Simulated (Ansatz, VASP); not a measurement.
# One calculation of WSe2, two programs

```
CELL_PARAMETERS angstrom
3.41700 0.00000 0.00000
-1.70850 2.95921 0.00000
0.00000 0.00000 32.73738
ATOMIC_POSITIONS crystal
Se 0.33333 0.66667 0.44676
Se 0.33333 0.66667 0.55324
W 0.66667 0.33333 0.50000
```

Alike in both runs: task single point; functional PBE; dispersion D3(BJ); k mesh 9 × 9 × 1; occupations gaussian, width 0.02 eV; no spin polarisation.

```csv
,VASP,Ansatz
version,VASP 6.6.1,Ansatz 0.2.0
potentials or method,"VASP PAW PBE potentials, release 64 (Se, W_sv), cutoff 520 eV","scalar-relativistic, plane waves, PAW"
valence electrons in the cell,26,46
```

```csv
,VASP,Ansatz,Ansatz less VASP
gap on the k mesh at the Fermi level (eV),1.39,1.39,+0.002
least direct gap on the mesh (eV),1.39,1.39,+0.002
rms of the force components (eV/Å),0.716,0.730,+0.0141
```

VASP's potentials hold 26 valence electrons a cell and Ansatz's 46, so a difference there can come from the potentials and not from the codes.

Neither program's run includes spin-orbit coupling.
